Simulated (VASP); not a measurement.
# GePt (Fm-3m) in VASP: further runs, part 2 of 2

VASP 6.6.1. The steps go on from the part before.

### Step 5. Relaxation of cell and atoms, PBE

INCAR reads:

```
SYSTEM = GePt
PREC = Accurate ; ENCUT = 600
EDIFF = 1E-6 ; ISMEAR = 0
SIGMA = 0.1 ; LREAL = .False.
LASPH = .True. ; NELM = 100
ALGO = Normal ; ISIF = 3
LWAVE = .False. ; LCHARG = .False.
GGA = PE ; IBRION = 2
NSW = 100 ; EDIFFG = -0.01
```

KPOINTS reads:

```
regular mesh
0
Gamma
  18 18 18
  0 0 0
```

POSCAR reads:

```
GePt
1.0
    0.0000000000      2.5823318500      2.5823318500
    2.5823318500      0.0000000000      2.5823318500
    2.5823318500      2.5823318500      0.0000000000
Ge Pt
1 1
Direct
    0.0000000000      0.0000000000      0.0000000000
    0.5000000000      0.5000000000      0.5000000000
```

Potentials or basis: VASP PAW PBE potentials, release 64 (Ge_d, Pt).

Command:

```
$ cat potpaw_PBE.64/Ge_d/POTCAR potpaw_PBE.64/Pt/POTCAR > POTCAR
$ mpirun -np 1 vasp_std > vasp.out
```

OUTCAR:

```text
SYSTEM = GePt
   PREC = Accurate
   ENCUT = 600
   EDIFF = 1E-6
   ISMEAR = 0
   LREAL = .False.
   LASPH = .True.
   NELM = 100
   ISIF = 3
   GGA = PE
   IBRION = 2
   NSW = 100
   EDIFFG = -0.01

 ion  position               nearest neighbor table
   1  0.000  0.000  0.000-   2 2.58   2 2.58   2 2.58   2 2.58   2 2.58   2 2.58
   2  0.500  0.500  0.500-   1 2.58   1 2.58   1 2.58   1 2.58   1 2.58   1 2.58

  LATTYP: Found a face centered cubic cell.
 ALAT       =     5.1646637000

  Lattice vectors:

 A1 = (   0.0000000000,   2.5823318500,   2.5823318500)
 A2 = (   2.5823318500,   0.0000000000,   2.5823318500)
 A3 = (   2.5823318500,   2.5823318500,   0.0000000000)

Analysis of symmetry for initial positions (statically):
[... 246 lines left out ...]

 number of electron      23.9999989 magnetization

 Free energy of the ion-electron system (eV)
  ---------------------------------------------------
  ext. energy  EPLUGINS =         0.00000000
  ---------------------------------------------------
  free energy    TOTEN  =       -11.01408214 eV

  energy without entropy =      -11.01013890  energy(sigma->0) =      -11.01211052

 E-fermi :   7.9903     XC(G=0): -11.9359

 val. band max:        7.9369312819   @ k =  -0.2778   0.3333   0.0556
 cond. band min:       8.0027879785   @ k =   0.5000   0.3889   0.0000
 fundamental gap:      0.0658566966
 Fermi energy:         7.9903450397

 k-point     1 :       0.0000    0.0000    0.0000
  band No.  band energies     occupation
      1     -16.7507      2.00000
      2     -16.7507      2.00000
      3     -16.7194      2.00000
      4     -16.7194      2.00000
      5     -16.7194      2.00000
      6      -3.8437      2.00000
[... 433 lines left out ...]
      3     -16.7172      2.00000
      4     -16.7144      2.00000
      5     -16.7129      2.00000
      6      -2.8102      2.00000
[... 8 lines left out ...]
     15      15.4152      0.00000
     16      17.8018      0.00000

 [... further k-points ...]
[... 5 lines left out ...]
  --------------------------------------------------------------------------------------
  -------------------------------------------------------------------------------------
  Total       -0.0165443     -0.0165443     -0.0165443      0.0000000      0.0000000     -0.0000000
  in kB       -0.7478458     -0.7478458     -0.7478458      0.0000000      0.0000000     -0.0000000
  external PRESSURE =      -0.7478458 kB  Pullay stress =       0.0000000 kB
[... 17 lines left out ...]
  FREE ENERGIE OF THE ION-ELECTRON SYSTEM (eV)
  ---------------------------------------------------
  free  energy   TOTEN  =       -11.0140821397 eV

  energy  without entropy=      -11.0101389013  energy(sigma->0) =      -11.01211052

 reached required accuracy - stopping structural energy minimisation
```

OSZICAR:

```text
N       E                     dE             d eps       ncg     rms          rms(c)
DAV:   1     0.160885341971E+03    0.16089E+03   -0.13909E+04  6880   0.395E+03
[... 23 lines left out ...]
DAV:   1    -0.113122464939E+02   -0.31376E+00   -0.46208E+00  7472   0.335E+01    0.348E+00
DAV:   2    -0.110638684082E+02    0.24838E+00   -0.10112E+00  6776   0.105E+01    0.131E+00
DAV:   3    -0.110287521790E+02    0.35116E-01   -0.58537E-02  8088   0.410E+00    0.719E-01
DAV:   4    -0.110149166791E+02    0.13835E-01   -0.20117E-02  7704   0.214E+00    0.220E-01
DAV:   5    -0.110142707347E+02    0.64594E-03   -0.38152E-03  7968   0.129E+00    0.390E-02
DAV:   6    -0.110140831555E+02    0.18758E-03   -0.55757E-04  7904   0.501E-01    0.280E-02
DAV:   7    -0.110140819211E+02    0.12344E-05   -0.18647E-05  6536   0.389E-02    0.338E-03
DAV:   8    -0.110140821397E+02   -0.21861E-06   -0.59835E-07  3944   0.102E-02
   3 F= -.11014082E+02 E0= -.11012111E+02  d E =-.121103E-01
```

CONTCAR:

```text
GePt
   1.00000000000000
     0.0000000000000000    2.6071895652927410    2.6071895652927410
     2.6071895652927410    0.0000000000000000    2.6071895652927410
     2.6071895652927410    2.6071895652927410    0.0000000000000000
  Ge              Pt
     1     1
Direct
     0.0000000000000000    0.0000000000000000    0.0000000000000000
     0.5000000000000000    0.5000000000000000    0.5000000000000000

  0.00000000E+00  0.00000000E+00  0.00000000E+00
  0.00000000E+00  0.00000000E+00  0.00000000E+00
```

Run time: 6.5 min. Hardware: 1 thread of Intel Xeon 8259CL, shared host; peak memory 0.3 GiB.

What came out:

```
Free energy                            : -11.0141 eV
Relaxed volume                         : 17.72 Å³/atom
Relaxed cell                           : a = 3.687 Å, b = 3.687 Å, c = 3.687 Å, α = 60.00°, β = 60.00°, γ = 60.00°
Space group after relaxing (to 0.05 Å) : Fm-3m (No. 225)
Energy gained by relaxing              : 6.1 meV/atom
Ionic steps                            : 3
Pressure after relaxing                : -0.1 GPa
Band gap on the k mesh                 : zero (band 12 reaches 10.64 eV, above the bottom of band 13 at 7.24 eV)
```

The path:
```
step  energy change (eV)  largest force (eV/Å)  pressure (GPa)  volume (Å³)
   1              0.0000                0.0000            3.99        34.44
   2              0.0035                0.0000           -4.14        36.62
   3             -0.0121                0.0000           -0.07        35.44
```

Final structure:
```yaml
crystal:
  lattice:
    - [0.00000, 2.60719, 2.60719]
    - [2.60719, 0.00000, 2.60719]
    - [2.60719, 2.60719, 0.00000]
  atoms:
    - { symbol: Ge, position: [0.00000, 0.00000, 0.00000] }
    - { symbol: Pt, position: [0.50000, 0.50000, 0.50000] }
```

Levels at points of the mesh, in eV from the Fermi level:
```csv
k point,band 8,band 9,band 10,band 11,band 12,band 13,band 14,band 15,band 16
"(0.00, 0.00, 0.00)",-3.31,-3.31,-3.15,-3.15,2.65,2.65,2.65,6.43,9.65
"(0.50, 0.00, 0.00)",-4.61,-4.61,-2.32,-2.32,-1.56,5.22,6.42,6.42,7.15
"(0.50, 0.50, 0.00)",-3.99,-2.67,-1.98,-1.98,-0.83,-0.32,-0.32,2.43,9.17
```

Caveat: spin-orbit coupling is left out, which moves the levels of the heavy elements.

### Step 6. The runs side by side

```csv
task,cell,k mesh,cutoff (eV),gap on the mesh (eV),pressure (GPa)
single point,"a = 3.652 Å, angles 60.0°, 2 atoms",6 × 6 × 6,520,none,3.6
single point,"a = 3.686 Å, angles 60.0°, 2 atoms",18 × 18 × 18,520,none,0.0
relaxation of cell and atoms,"relaxed from a = 3.652 Å, angles 60.0°, 2 atoms",18 × 18 × 18,600,none,-0.1
```

Alike in all rows: level PBE; potentials or basis VASP PAW PBE potentials, release 64 (Ge_d, Pt); no spin polarisation; smearing gaussian 0.1 eV.

Caveats: spin-orbit coupling is left out, which moves the levels of the heavy elements.

Absolute energies hang on the potentials; compare differences alone.
